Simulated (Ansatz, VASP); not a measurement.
**Ca4Ge2N: VASP beside Ansatz**

```
CELL_PARAMETERS angstrom
3.59922 0.00000 0.00000
-1.79961 3.11702 0.00000
0.00000 0.00000 15.56663
ATOMIC_POSITIONS crystal
Ca 0.66667 0.33333 0.38733
Ca 0.66667 0.33333 0.91871
Ca 0.33333 0.66667 0.08129
Ca 0.33333 0.66667 0.61267
Ge 0.00000 0.00000 0.24545
Ge 0.00000 0.00000 0.75455
N 0.00000 0.00000 0.00000
```

Alike in both runs: functional PBE; k mesh 5 × 5 × 2; occupations gaussian, width 0.2 eV; no spin polarisation.

Ansatz relaxed the structure, and its values are those at the end. VASP's run is a single point on that final structure, the one shown.

|  | VASP | Ansatz |
| --- | --- | --- |
| version | VASP 6.6.1 | Ansatz 0.2.0 |
| potentials or method | VASP PAW PBE potentials, release 64 (Ca_sv, Ge_d, N), cutoff 520 eV | scalar-relativistic, plane waves, PAW |
| valence electrons in the cell | 73 | 73 |

```tsv
	VASP	Ansatz	Ansatz less VASP
gap on the k mesh at the Fermi level (eV)	none	none	-
pressure (GPa)	0.2	0.1	-0.13
rms of the force components (eV/Å)	0.010	0.007	-0.0029
```

A gap of «none» marks a metal or a gap that the smearing closes. With one functional, cell and mesh, what is left measures potentials, basis and numerics.

The k mesh is coarse, so the values compare programs but aren't converged.
